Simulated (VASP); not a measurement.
# MgS (F-43m) in VASP: notebook

Runs on MgS. Level: PBE. Tasks: single point.

All numbers are computed with VASP 6.6.1; they aren't measurements. Logs are shortened: lines on timing, memory, paths and dates and some standing lists are left out, and cuts for length are marked.

## (1) The cell of the first run

It takes space group F-43m (No. 216, cubic). The conventional cell has a = 5.666 Å, b = 5.666 Å, c = 5.666 Å, α = 90.00°, β = 90.00°, γ = 90.00°. Within 3.2 Å of Mg (site symmetry -43m) lie 4 S at 2.45 Å. Within 3.2 Å of S (site symmetry -43m) lie 4 Mg at 2.45 Å.

## (2) Single point, PBE

INCAR

```
SYSTEM = MgS
PREC = Accurate
ENCUT = 600
EDIFF = 1E-6
ISMEAR = 0
SIGMA = 0.1
LREAL = .FALSE.
LASPH = .TRUE.
NELM = 120
ALGO = Normal
ISIF = 2
LWAVE = .FALSE.
LCHARG = .FALSE.
GGA = PE
NBANDS = 11
NELECT = 7.0
GGA_COMPAT = .FALSE.
```

KPOINTS

```
Automatic mesh
0
G
  8 8 8
  0 0 0
```

POSCAR

```
MgS
1.0
    0.0000000000      2.8331200468      2.8331200468
    2.8331200468      0.0000000000      2.8331200468
    2.8331200468      2.8331200468      0.0000000000
Mg S
1 1
Direct
    0.0000000000      0.0000000000      0.0000000000
    0.7500000000      0.7500000000      0.7500000000
```

Potentials or basis: VASP PAW PBE potentials, release 64 (Mg, S).

Command:

```
$ cat potpaw_PBE.64/Mg/POTCAR potpaw_PBE.64/S/POTCAR > POTCAR
$ mpirun -np 1 vasp_std > vasp.out
```

OUTCAR:

```text
SYSTEM = MgS
   PREC = Accurate
   ENCUT = 600
   EDIFF = 1E-6
   ISMEAR = 0
   LREAL = .FALSE.
   LASPH = .TRUE.
   NELM = 120
   ISIF = 2
   GGA = PE
   NELECT = 7.0

 ion  position               nearest neighbor table
   1  0.000  0.000  0.000-   2 2.45   2 2.45   2 2.45   2 2.45
   2  0.750  0.750  0.750-   1 2.45   1 2.45   1 2.45   1 2.45

  LATTYP: Found a face centered cubic cell.
 ALAT       =     5.6662400936

  Lattice vectors:

 A1 = (   0.0000000000,   2.8331200468,   2.8331200468)
 A2 = (   2.8331200468,   0.0000000000,   2.8331200468)
 A3 = (   2.8331200468,   2.8331200468,   0.0000000000)

Analysis of symmetry for initial positions (statically):
=====================================================================
 Subroutine PRICEL returns:
 Original cell was already a primitive cell.

 Routine SETGRP: Setting up the symmetry group for a
 face centered cubic supercell.

 Subroutine GETGRP returns: Found 24 space group operations
 (whereof 24 operations were pure point group operations)
 out of a pool of 48 trial point group operations.

The static configuration has the point symmetry T_d .

Analysis of symmetry for dynamics (positions and initial velocities):
=====================================================================
 Subroutine PRICEL returns:
 Original cell was already a primitive cell.

 Routine SETGRP: Setting up the symmetry group for a
 face centered cubic supercell.

 Subroutine GETGRP returns: Found 24 space group operations
 (whereof 24 operations were pure point group operations)
 out of a pool of 48 trial point group operations.

The dynamic configuration has the point symmetry T_d .

 Subroutine INISYM returns: Found 24 space group operations
 (whereof 24 operations are pure point group operations),
 and found     1 'primitive' translations

----------------------------------------------------------------------------------------

                                     Primitive cell

  volume of cell :      45.4805

  direct lattice vectors                    reciprocal lattice vectors
     0.000000000  2.833120047  2.833120047    -0.176483874  0.176483874  0.176483874
     2.833120047  0.000000000  2.833120047     0.176483874 -0.176483874  0.176483874
     2.833120047  2.833120047  0.000000000     0.176483874  0.176483874 -0.176483874

  length of vectors
     4.006636794  4.006636794  4.006636794     0.305679036  0.305679036  0.305679036

  position of ions in fractional coordinates (direct lattice)
     0.000000000  0.000000000  0.000000000
[... 80 lines left out ...]
   EDIFFG = 0.1E-04   stopping-criterion for IOM
   NSW    =      0    number of steps for IOM
   IBRION =     -1    ionic relax: 0-MD 1-quasi-New 2-CG
   NFREE  =      0    steps in history (QN), initial steepest desc. (CG)
   ISIF   =      2    stress and relaxation
   ISYM   =      2    0-nonsym 1-usesym 2-fastsym
   POTIM  = 0.5000    time-step for ionic-motion
   TEBEG  =    0.0;   TEEND  =   0.0 temperature during run
   PSTRESS=    0.0 pullay stress
   NELECT =       7.0000    total number of electrons
   NUPDOWN=      -1.0000    fix difference up-down
   EMIN   =  10.00;   EMAX   =-10.00  energy-range for DOS
   EFERMI =   0.00;   METHOD = LEGACY
   ISMEAR =     0;   SIGMA  =   0.10  broadening in eV -4-tet -1-fermi 0-gaus
   EFERMI_NEDOS =   21; number of points for ismear=-14 and -15
   IALGO  =     38    algorithm
   IMIX   =      4    mixing-type and parameters
     AMIX     =   0.40;   BMIX     =  1.00
     AMIX_MAG =   1.60;   BMIX_MAG =  1.00
  volume/ion in A,a.u.               =      22.74       153.46
  Fermi-wavevector in a.u.,A,eV,Ry     =   0.877336  1.657924 10.472651  0.769718
  Thomas-Fermi vector in A             =   1.997270
   LORBIT       =      0    0 simple, 1 ext, 2 COOP (PROOUT), +10 PAW based schemes
   GGA     = PE    functional components
   LHFCALC =     F    Hartree Fock is set to
   AEXX    =    0.0000 exact exchange contribution
   IVDW    =     0    specifies the selected vdW correction
   LEPSILON=     F    determine dielectric tensor
   LRPA    =     F    only Hartree local field effects (RPA)
 non-spin polarized calculation
 Gauss-broadening in eV      SIGMA  =   0.10
  energy-cutoff  :      600.00
  volume of cell :       45.48
 maximum number of plane-waves:      1540
   NGX = 17   NGY = 17   NGZ = 17

 number of electron       7.0000000 magnetization

 Free energy of the ion-electron system (eV)
  ---------------------------------------------------
  ext. energy  EPLUGINS =         0.00000000
  ---------------------------------------------------
  free energy    TOTEN  =        -8.95957677 eV

  energy without entropy =       -8.93963811  energy(sigma->0) =       -8.94960744

 E-fermi :   0.0181     XC(G=0):  -7.8555

 val. band max:       -0.0216074598   @ k =   0.3750   0.1250   0.0000
 cond. band min:       0.0200729422   @ k =   0.5000   0.1250   0.0000
 fundamental gap:      0.0416804021
 Fermi energy:         0.0181133998

 k-point     1 :       0.0000    0.0000    0.0000
  band No.  band energies     occupation
      1     -10.8954      2.00000
      2       0.3895      0.00000
      3       0.3895      0.00000
      4       0.3895      0.00000
      5       4.9522      0.00000
      6       9.2657      0.00000
      7       9.2657      0.00000
      8       9.2657      0.00000
      9      12.0126      0.00000
     10      12.0126      0.00000
     11      15.4762      0.00000
[... 309 lines left out ...]
 k-point    24 :      -0.3750    0.2500    0.1250
  band No.  band energies     occupation
      1     -10.2616      2.00000
      2      -1.8910      2.00000
      3      -0.6533      2.00000
      4      -0.1295      1.96319
      5       7.5772      0.00000
      6       7.9081      0.00000
      7       9.8920      0.00000
      8      10.2273      0.00000
      9      12.6936      0.00000
     10      14.1825      0.00000
     11      15.1897      0.00000

 [... further k-points ...]
[... 5 lines left out ...]
  --------------------------------------------------------------------------------------
  -------------------------------------------------------------------------------------
  Total       -5.7045336     -5.7045336     -5.7045336     -0.0000000      0.0000000     -0.0000000
  in kB     -200.9582305   -200.9582305   -200.9582305     -0.0000000      0.0000000     -0.0000000
  external PRESSURE =    -200.9582305 kB  Pullay stress =       0.0000000 kB

 VOLUME and BASIS-vectors are now :
 -----------------------------------------------------------------------------
  energy-cutoff  :      600.00
  volume of cell :       45.48
      direct lattice vectors                 reciprocal lattice vectors
     0.000000000  2.833120047  2.833120047    -0.176483874  0.176483874  0.176483874
     2.833120047  0.000000000  2.833120047     0.176483874 -0.176483874  0.176483874
     2.833120047  2.833120047  0.000000000     0.176483874  0.176483874 -0.176483874

 POSITION                                       TOTAL-FORCE (eV/Angst)
 -----------------------------------------------------------------------------------
      0.00000      0.00000      0.00000        -0.000000      0.000000     -0.000000
      4.24968      4.24968      4.24968         0.000000     -0.000000      0.000000
 -----------------------------------------------------------------------------------
    total drift:                               -0.000000     -0.000000     -0.000000

  FREE ENERGIE OF THE ION-ELECTRON SYSTEM (eV)
  ---------------------------------------------------
  free  energy   TOTEN  =        -8.9595767670 eV

  energy  without entropy=       -8.9396381089  energy(sigma->0) =       -8.94960744
```

stdout:

```text
POSCAR found type information on POSCAR MgS
 POSCAR found :  2 types and       2 ions
 scaLAPACK will be used
 LDA part: xc-table for (Slater+PW92), standard interpolation
 POSCAR, INCAR and KPOINTS ok, starting setup
 FFT: planning ... GRIDC
 FFT: planning ... GRID_SOFT
 FFT: planning ... GRID
 WAVECAR not read
 entering main loop
 the old and the new charge density differ
 old charge density:     8.00000 new    7.00000
    0.306E+00
```

It took 8.4 s on 1 thread of Intel Xeon Platinum 8375C at 2.90GHz (Ice Lake), shared host; peak memory 0.17 GiB.

What came out:

```yaml
Free_energy: -8.9596 eV
```

Caveat: the cell carries a net charge on a neutralising background, which shifts energy and pressure; the cell is charged against a uniform background, so pressure and absolute levels hang on convention.

## (3) Single point, PBE

INCAR

```
PREC     = Accurate       # precision mode
ENCUT    = 600            # plane-wave cutoff, eV
EDIFF    = 1E-6           # SCF threshold, eV
ISMEAR   = 0              # smearing method
SIGMA    = 0.1            # smearing width, eV
LREAL    = False          # projectors in reciprocal space
LASPH    = True           # aspherical terms in the spheres
NELM     = 120            # most SCF steps
ALGO     = Normal         # electronic algorithm
ISIF     = 2              # what is computed and relaxed
LWAVE    = False          # write WAVECAR
LCHARG   = False          # write CHGCAR
GGA      = PE             # functional
NBANDS   = 11             # bands
GGA_COMPAT= False
```

KPOINTS

```
Automatic mesh
0
Gamma
  8 8 8
```

POSCAR is that of step 2.

Potentials or basis: VASP PAW PBE potentials, release 64 (Mg, S).

Command:

```
$ cat potpaw_PBE.64/Mg/POTCAR potpaw_PBE.64/S/POTCAR > POTCAR
$ mpirun -np 1 vasp_std > vasp.out
```

It took 9.6 s on 1 thread of Intel Xeon Platinum 8375C at 2.90GHz (Ice Lake), shared host; peak memory 0.17 GiB.

The run converged. Its results:

| Property | Result |
| --- | --- |
| Free energy | -8.4716 eV |
| Pressure | 0.8 GPa |
| Band gap on the k mesh | 3.45 eV, direct |

Levels at points of the mesh, in eV from the valence-band top:
```
           k point  band 1  band 2  band 3  band 4  band 5  band 6  band 7  band 8  band 9
(0.00, 0.00, 0.00)  -11.26    0.00    0.00    0.00    3.45    7.94    7.94    7.94   10.83
(0.50, 0.00, 0.00)  -10.58   -3.12   -0.33   -0.33    5.11    7.64    7.64    8.60   12.87
(0.50, 0.50, 0.00)  -10.36   -2.80   -1.03   -1.03    3.89    5.65   11.14   12.28   12.28
```

A k mesh can miss the band edges.

(Part 1 of 2 ends here.)
